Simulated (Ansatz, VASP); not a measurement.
## One calculation of MgI2, two programs

POSCAR

```
MgI2
1.0
    0.0000000000      3.7557205859      3.7557205859
    3.7557205859      0.0000000000      3.7557205859
    3.7557205859      3.7557205859      0.0000000000
Mg I
1 2
Direct
    0.0000000000      0.0000000000      0.0000000000
    0.2500000000      0.2500000000      0.2500000000
    0.7500000000      0.7500000000      0.7500000000
```

Contents of INCAR.step1:

```
PREC = Accurate
ENCUT = 520
ISMEAR = 0
SIGMA = 0.01
LREAL = False
LASPH = True
NELM = 60
NBANDS = 15
GGA = PE
ALGO = Normal
EDIFF = 1E-4
LWAVE = True
LCHARG = False
```

Contents of INCAR.step2:

```
PREC = Accurate
ENCUT = 520
EDIFF = 1E-7
ISMEAR = 0
SIGMA = 0.01
LREAL = False
LASPH = True
NELM = 60
ALGO = Normal
ISIF = 2
LWAVE = False
LCHARG = False
METAGGA = R2SCAN
LMIXTAU = True
NBANDS = 15
ISTART = 1
```

Contents of KPOINTS:

```
regular mesh
0
Gamma
  6 6 6
```

Input for Ansatz:

```yaml
crystal:
  lattice:
    - [0.0, 3.7557205859, 3.7557205859]
    - [3.7557205859, 0.0, 3.7557205859]
    - [3.7557205859, 3.7557205859, 0.0]
  atoms:
    - { symbol: Mg, position: [0.0, 0.0, 0.0] }
    - { symbol: I, position: [0.25, 0.25, 0.25] }
    - { symbol: I, position: [0.75, 0.75, 0.75] }
kpoints:
  mp_grid: { grid: [6, 6, 6] }
  band_path:
    path:
      - [0.0, 0.0, 0.0]
      - [0.5, 0.0, 0.5]
      - [0.625, 0.25, 0.625]
      - [0.375, 0.375, 0.75]
      - [0.5, 0.5, 0.5]
      - [0.5, 0.25, 0.75]
      - [0.0, 0.5, 0.5]
    npoints: 1
hamiltonian:
  xc: r2scan
scf:
  occupations: { method: fixed }
  n_extra_bands: 4
output:
  forces: true
  stress: true
  eigenvalues: true
```

Alike in both runs: task single point; functional r2SCAN; k mesh 6 × 6 × 6; no spin polarisation.

```csv
,VASP,Ansatz
version,VASP 6.6.1,Ansatz 0.2.0
potentials or method,"VASP PAW PBE potentials, release 64 (Mg, I)","plane waves, PAW"
plane-wave cutoff (eV),520,500
occupations,"gaussian, width 0.01 eV",fixed
valence electrons in the cell,16,44
```

|  | VASP | Ansatz | Ansatz less VASP |
| --- | --- | --- | --- |
| gap on the k mesh at the Fermi level (eV) | 1.29 | 1.34 | +0.046 |
| pressure (GPa) | -0.1 | 0.0 | +0.09 |

VASP's potentials were made for PBE, not for r2SCAN. VASP's potentials hold 16 valence electrons a cell and Ansatz's 44, so a difference there can come from the potentials and not from the codes.

Neither program's run includes spin-orbit coupling.
